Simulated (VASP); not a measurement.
Crystal: Ni.

```xyz
1
Lattice="-1.3837 1.3837 1.3837 1.3837 -1.3837 1.3837 1.3837 1.3837 -1.3837" Properties=species:S:1:pos:R:3 pbc="T T T"
Ni    0.0000    0.0000    0.0000
```

Base run:

| Property | Result |
| --- | --- |
| Program | VASP 6.6.1 |
| Functional | PBE |
| Potentials or basis | VASP PAW PBE potentials, release 64 (Ni) |
| Cutoff | 520 eV |
| k mesh | 13 × 13 × 13 |
| Occupations | gaussian, width 0.02 eV |
| Spin | collinear spin, ferromagnetic start |
| Starting moments | [1.0] μB |

Its results: pressure 7.6 GPa; net moment 0.59 μB per cell; site moments Ni +0.60 μB.

Problem. The run is repeated on the same cell with these changes: occupations from gaussian, width 0.02 eV to methfessel-paxton, width 0.05 eV; hubbard terms from none to Ni d U = 5.3 eV. What comes out?

Solution. Pressure -3.3 GPa; net moment 0.65 μB per cell; site moments Ni +0.68 μB.

Caveats: the U is typed as a test and isn't derived for this compound (some runs).
